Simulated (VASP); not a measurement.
Wanted: the native input for a VASP 6.6.1 run.

```yaml
Task: single point
Functional: LDA
Potentials_or_basis: VASP PAW LDA potentials, release 64 (Si, O)
Cutoff: 520 eV
k_mesh: 4 × 4 × 4
Occupations: gaussian, width 0.02 eV
Spin: no spin polarisation
Dipole_correction: no
Further_INCAR_settings: LREAL = Auto; ALGO = Normal; EDIFF = 1e-06; NBANDS = 82
```

The structure of SiO2 lies in POSCAR:

```
SiO2
1.0
    6.9321324137      0.0000000000      0.0000000000
    0.0000000000      6.7916919865      0.0000000000
    0.0000000000      0.0000000000      6.9321569387
Si O
8 16
Direct
    0.5001326398      0.5000681165      0.4411044345
   -0.0001326398      0.4999318835      0.9411044345
    0.4998673602      1.0000681165      0.0588955655
    1.0001326398     -0.0000681165      0.5588955655
    0.6911182127      0.7501244471      0.7499624837
    0.8088817873      0.2498755529      0.2499624837
    0.3088817873      0.2501244471      0.7500375163
    0.1911182127      0.7498755529      0.2500375163
    0.5567831966      0.6877031700      0.5710435721
    0.9432168034      0.3122968300      0.0710435721
    0.4432168034      0.1877031700      0.9289564279
    0.0567831966      0.8122968300      0.4289564279
    0.1789460560      0.0625301570      0.6932658527
    0.3210539440      0.9374698430      0.1932658527
    0.8210539440      0.5625301570      0.8067341473
    0.6789460560      0.4374698430      0.3067341473
    0.0565322369      0.6873211663      0.0713516586
    0.4434677631      0.3126788337      0.5713516586
    0.9434677631      0.1873211663      0.4286483414
    0.5565322369      0.8126788337      0.9286483414
    0.6786274682      0.0624377280      0.1934206155
    0.8213725318      0.9375622720      0.6934206155
    0.3213725318      0.5624377280      0.3065793845
    0.1786274682      0.4375622720      0.8065793845
```

The input as run:

INCAR

```
SYSTEM = SiO2
PREC = Accurate ; ENCUT = 520
EDIFF = 1E-6 ; ISMEAR = 0
SIGMA = 0.02 ; LREAL = Auto
LASPH = .True. ; NELM = 100
ALGO = Normal ; ISIF = 2
LWAVE = .False. ; LCHARG = .False.
GGA = CA ; NBANDS = 82
```

KPOINTS

```
regular mesh
0
Gamma
  4 4 4
  0 0 0
```

Potentials or basis: VASP PAW LDA potentials, release 64 (Si, O).

The run is started by

```sh
$ cat potpaw_LDA.64/Si/POTCAR potpaw_LDA.64/O/POTCAR > POTCAR
$ mpirun -np 1 vasp_std > vasp.out
```

Results of the run:

The pressure is 1.1 GPa and the largest force is 0.045 eV/Å. The band gap on the k mesh is 5.61 eV.

It took 12 min on 1 thread of Intel(R) Xeon(R) Platinum 8488C (Sapphire Rapids) (shared host), peak memory 0.57 GiB.
